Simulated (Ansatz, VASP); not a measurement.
**NbGaSe3 in VASP and in Ansatz**

The input INCAR:

```
SYSTEM = NbGaSe3
ALGO = Normal
EDIFF = 1E-7
ENCUT = 520
GGA = PE
ISIF = 2
ISMEAR = 0
LASPH = .True.
LCHARG = .True.
LELF = .True.
LREAL = .False.
LVHAR = .True.
LWAVE = .False.
NBANDS = 30
NELM = 80
PREC = Accurate
SIGMA = 0.1
```

The input KPOINTS:

```
k-points
0
Gamma
  4 4 4
  0 0 0
```

Contents of POSCAR:

```
NbGaSe3
1.0
    4.6044889500      0.0000000000      0.0000000000
    0.0000000000      4.6044889500      0.0000000000
    0.0000000000      0.0000000000      4.6044889500
Nb Ga Se
1 1 3
Direct
    0.0000000000      0.0000000000      0.0000000000
    0.5000000000      0.5000000000      0.5000000000
    0.0000000000      0.5000000000      0.5000000000
    0.5000000000      0.0000000000      0.5000000000
    0.5000000000      0.5000000000      0.0000000000
```

Input for Ansatz:

```yaml
crystal:
  lattice:
    - [4.60448895, 0.0, 0.0]
    - [0.0, 4.60448895, 0.0]
    - [0.0, 0.0, 4.60448895]
  atoms:
    - { symbol: Nb, position: [0.0, 0.0, 0.0] }
    - { symbol: Ga, position: [0.5, 0.5, 0.5] }
    - { symbol: Se, position: [0.0, 0.5, 0.5] }
    - { symbol: Se, position: [0.5, 0.0, 0.5] }
    - { symbol: Se, position: [0.5, 0.5, 0.0] }
basis:
  ecutwfc: 420
kpoints:
  mp_grid: { grid: [4, 4, 4] }
hamiltonian:
  xc: pbe
scf:
  occupations: { method: gaussian, width: 0.1 }
  lower_state_search: "off"
output:
  forces: true
  stress: true
  eigenvalues: true
```

Change from the starting cell: species swapped into the KCuCl3 type (Pm-3m, No. 221).

Alike in both runs: task single point; functional PBE; k mesh 4 × 4 × 4; occupations gaussian, width 0.1 eV; no spin polarisation.

|  | VASP | Ansatz |
| --- | --- | --- |
| version | VASP 6.6.1 | Ansatz 0.2.0 |
| potentials or method | VASP PAW PBE potentials, release 64 (Nb_sv, Ga_d, Se), cutoff 520 eV | scalar-relativistic, plane waves, PAW |
| valence electrons in the cell | 44 | 74 |

VASP gave:

| Property | Result |
| --- | --- |
| gap on the k mesh at the Fermi level (eV) | none |
| pressure (GPa) | 14.3 |

Problem. Estimate Ansatz's values.

Solution. gap on the k mesh at the Fermi level (eV): none; pressure (GPa): 14.1.

A gap of «none» marks a metal or a gap that the smearing closes. With one functional, cell and mesh, what is left measures potentials, basis and numerics. VASP's potentials hold 44 valence electrons a cell and Ansatz's 74, so a difference there can come from the potentials and not from the codes.
